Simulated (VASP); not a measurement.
**Mg: single point with PBE**

The system is Mg.

```
Mg
1.0
     0.00000    2.26154    2.26154
     2.26154    0.00000    2.26154
     2.26154    2.26154    0.00000
Mg
1
Direct
  0.00000 0.00000 0.00000
```

| Item | Value |
| --- | --- |
| Program | VASP 6.6.1 |
| Task | single point |
| Functional | PBE |
| Potentials or basis | VASP PAW PBE potentials, release 64 (Mg) |
| Cutoff | 520 eV |
| k mesh | 16 × 16 × 16 |
| Occupations | fermi-dirac, width 0.08 eV |
| Spin | no spin polarisation |

| Item | Value |
| --- | --- |
| Pressure | -0.1 GPa |
| Band gap on the k mesh | zero (band 1 reaches 4.02 eV, above the bottom of band 2 at 1.30 eV) |

Levels at points of the mesh, in eV from the Fermi level:
| k point | band 1 | band 2 | band 3 | band 4 | band 5 | band 6 |
| --- | --- | --- | --- | --- | --- | --- |
| (0.00, 0.00, 0.00) | -6.88 | 12.32 | 12.32 | 12.32 | 14.21 | 14.21 |
| (0.50, 0.00, 0.00) | -1.68 | -1.28 | 11.24 | 11.24 | 12.02 | 12.02 |
| (0.50, 0.50, 0.00) | -0.21 | 0.80 | 6.09 | 6.91 | 6.91 | 9.72 |

Wall time 7.3 s on 1 thread of Intel(R) Xeon(R) Platinum 8488C (Sapphire Rapids), on a shared host, peak memory 0.15 GiB.
